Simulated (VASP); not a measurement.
The system is SiC.

```xyz
8
Lattice="3.1162 0.0000 0.0000 -1.5581 2.6987 0.0000 0.0000 0.0000 10.2032" Properties=species:S:1:pos:R:3 pbc="T T T"
Si    0.0000    0.0000    1.9171
Si    0.0000    0.0000    7.0187
Si    0.0000    1.7991    4.4674
Si    1.5581    0.8996    9.5690
C     0.0000    0.0000    0.0047
C     0.0000    0.0000    5.1063
C     0.0000    1.7991    2.5488
C     1.5581    0.8996    7.6504
```

Base run:

| Property | Result |
| --- | --- |
| Program | VASP 6.6.1 |
| Functional | LDA |
| Potentials or basis | VASP PAW LDA potentials, release 64 (Si, C) |
| Cutoff | 520 eV |
| k mesh | 10 × 10 × 3 |
| Occupations | fermi-dirac, width 0.05 eV |
| Spin | no spin polarisation |

Its results: band gap on the k mesh 2.16 eV, indirect (least direct gap 3.27 eV); pressure -11.2 GPa; largest force 0.016 eV/Å.

**Question.** The run is repeated on the same cell with these changes: functional from LDA to PBE; potentials or basis from VASP PAW LDA potentials, release 64 (Si, C) to VASP PAW PBE potentials, release 64 (Si, C). What comes out?

**Answer.** Band gap on the k mesh 2.22 eV, indirect (least direct gap 3.33 eV); pressure -4.4 GPa; largest force 0.007 eV/Å.

A k mesh can miss the band edges.
